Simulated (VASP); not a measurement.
Input of a VASP 6.6.1 run:

INCAR

```
PREC = Accurate ; ENCUT = 520
EDIFF = 1E-7 ; ISMEAR = -1
SIGMA = 0.1 ; LREAL = F
LASPH = T ; NELM = 100
ALGO = Normal ; ISIF = 2
LWAVE = F ; LCHARG = F
GGA = PS ; NBANDS = 84
```

Contents of KPOINTS:

```
regular mesh
0
Gamma
  2 2 1
```

POSCAR

```
Ti
1.0
    5.9000000000      0.0000000000      0.0000000000
    2.9500000000      5.1095500000      0.0000000000
    0.0000000000      0.0000000000     15.6846000000
Ti
12
Direct
    0.0000000000      0.0000000000      0.0637568060
    0.5000000000      0.0000000000      0.0637568060
   -0.0000024464      0.5000048928      0.0637568060
    0.4999975536      0.5000048928      0.0637568060
   -0.1765302772      0.3866876731      0.2020835724
    0.3533434949      0.3367028408      0.2054690588
   -0.1370417697      0.8424225225      0.2093327213
    0.3295031915      0.8107563288      0.2036838683
   -0.0035885309      0.0208041804      0.3388737998
    0.5426461082     -0.0636650977      0.3395496219
    0.0023920903      0.4872836160      0.3688458743
    0.5004508275      0.4994373281      0.3455873915
```

Potentials or basis: VASP PAW PBE potentials, release 64 (Ti_sv).

Command:

```bash
$ cat potpaw_PBE.64/Ti_sv/POTCAR > POTCAR
$ mpirun -np 1 vasp_std > vasp.out
```

What does it give for the largest force?

1.467 eV/Å.

What does it give for the band gap on the k mesh?

Zero (bands 72 and 73 overlap by 0.60 eV).

Forces on the atoms (eV/Å):
```
Ti  -0.040  0.386  0.293
Ti   0.003 -0.289  0.629
Ti   0.416  0.180  0.322
Ti  -0.076 -0.215 -0.210
Ti  -0.061 -0.822  0.482
Ti  -0.546 -0.436  0.177
Ti  -0.500 -0.224 -0.716
Ti   0.760  1.142 -0.521
Ti   0.071 -0.102  0.236
Ti  -0.283  0.495  0.063
Ti  -0.128 -0.002 -0.816
Ti   0.385 -0.113  0.062
```

Caveat: the k points lie up to 0.61 Å⁻¹ apart, too coarse for converged energies and pressures of a metal; the atoms stand as in a frame of molecular dynamics; the PAW data sets were made with another functional, which shifts forces and pressure a little.
